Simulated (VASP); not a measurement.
Here is a VASP 6.6.1 calculation.

Contents of POSCAR:

```
SiC
1.0
    0.0000000000      2.1783055711      2.1783055711
    2.1783055711      0.0000000000      2.1783055711
    2.1783055711      2.1783055711      0.0000000000
Si C
1 1
Direct
    0.0000000000      0.0000000000      0.0000000000
    0.2500000000      0.2500000000      0.2500000000
```

The input INCAR.step1:

```
SYSTEM = SiC
ALGO     = Normal         ! electronic algorithm
EDIFF    = 1E-5           ! SCF threshold, eV
ENCUT    = 660            ! plane-wave cutoff, eV
GGA      = PE             ! functional
GGA_COMPAT= .False.      
ISMEAR   = 0              ! smearing method
LASPH    = .True.         ! aspherical terms in the spheres
LCHARG   = .False.        ! write CHGCAR
LREAL    = .False.        ! projectors in reciprocal space
LWAVE    = .True.         ! write WAVECAR
NBANDS   = 11             ! bands
NELM     = 120            ! most SCF steps
PREC     = Accurate       ! precision mode
SIGMA    = 0.01           ! smearing width, eV
```

Contents of INCAR.step2:

```
SYSTEM = SiC
ALGO     = Normal         ! electronic algorithm
EDIFF    = 1E-6           ! SCF threshold, eV
ENCUT    = 660            ! plane-wave cutoff, eV
GGA_COMPAT= .False.      
ISIF     = 2              ! what is computed and relaxed
ISMEAR   = 0              ! smearing method
ISTART   = 1            
LASPH    = .True.         ! aspherical terms in the spheres
LCHARG   = .True.         ! write CHGCAR
LELF     = .True.         ! ELF
LMIXTAU  = .True.       
LREAL    = .False.        ! projectors in reciprocal space
LVHAR    = .True.       
LWAVE    = .False.        ! write WAVECAR
METAGGA  = R2SCAN         ! meta-GGA
NBANDS   = 11             ! bands
NELM     = 120            ! most SCF steps
PREC     = Accurate       ! precision mode
SIGMA    = 0.01           ! smearing width, eV
```

The input KPOINTS:

```
k-points
0
Gamma
  10 10 10
  0 0 0
```

Potentials or basis: VASP PAW PBE potentials, release 64 (Si, C).

Run with:

```console
$ cat potpaw_PBE.64/Si/POTCAR potpaw_PBE.64/C/POTCAR > POTCAR
$ cp INCAR.step1 INCAR
$ mpirun -np 1 vasp_std > vasp.out
$ cp INCAR.step2 INCAR
$ mpirun -np 1 vasp_std > vasp.out
```

Problem. Predict the pressure.

Solution. -0.4 GPa.

Problem. Predict the band gap on the k mesh.

Solution. 1.73 eV (least direct gap 5.06 eV).

Caveat: the PAW data sets were made with another functional, which shifts forces and pressure a little. A k mesh can miss the band edges.
